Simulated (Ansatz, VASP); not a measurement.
# Hg: VASP beside Ansatz

Contents of INCAR:

```
ALGO = Normal
EDIFF = 1E-7
EDIFFG = -0.05
ENCUT = 600
GGA = CA
IBRION = 2
ISIF = 3
ISMEAR = 1
LASPH = True
LCHARG = False
LREAL = False
LWAVE = False
NELM = 100
NSW = 80
PREC = Accurate
SIGMA = 0.1
```

File KPOINTS:

```
k-points
0
Gamma
  7 7 9
```

POSCAR

```
Hg
1.0
    5.4666960000      0.0000000000      0.0000000000
   -2.7333480000      4.7342980000      0.0000000000
    0.0000000000      0.0000000000      3.1852180000
Hg
3
Direct
    0.3333333333      0.6666666667      0.5000000000
    0.6666666667      0.3333333333      0.5000000000
    0.0000000000      0.0000000000      0.0000000000
```

Input for Ansatz:

```yaml
crystal:
  lattice:
    - [5.466696, 0.0, 0.0]
    - [-2.733348, 4.734298, 0.0]
    - [0.0, 0.0, 3.185218]
  atoms:
    - { symbol: Hg, position: [0.3333333333333333, 0.6666666666666666, 0.5] }
    - { symbol: Hg, position: [0.6666666666666666, 0.3333333333333333, 0.5] }
    - { symbol: Hg, position: [0.0, 0.0, 0.0] }
basis:
  ecutwfc: 500.0
kpoints:
  mp_grid:
    grid: [7, 7, 9]
    shift: [0.0, 0.0, 0.0]
hamiltonian:
  xc: lda
  dispersion: none
scf:
  convergence:
    dr2_threshold: 1.0e-09
  occupations:
    method: cold
    width: 0.1
relax:
  f_tol: 0.05
  cell: {}
```

Alike in both runs: task relaxation of cell and atoms; functional LDA; k mesh 7 × 7 × 9; no spin polarisation.

|  | VASP | Ansatz |
| --- | --- | --- |
| version | VASP 6.6.1 | Ansatz 0.2.0 |
| potentials or method | VASP PAW LDA potentials, release 64 (Hg), cutoff 600 eV | plane waves, PAW |
| occupations | methfessel-paxton of order 1, width 0.1 eV | cold, width 0.1 eV |
| valence electrons in the cell | 36 | 60 |

```tsv
	VASP	Ansatz	Ansatz less VASP
relaxed volume (Å³/atom)	23.14	22.76	-0.379
relaxed length of the cell vector where the two differ most in proportion (Å)	2.998	2.981	-0.0168
```

LDA's correlation is that of Perdew and Zunger in VASP and of Perdew and Wang (1992) in Ansatz. VASP's potentials hold 36 valence electrons a cell and Ansatz's 60, so a difference there can come from the potentials and not from the codes. Ansatz's warnings: stress scf threshold loose.

Spin-orbit coupling is off throughout. Noted on VASP's run: the volume moved by over 15 % at a fixed basis, so the end points are rough.
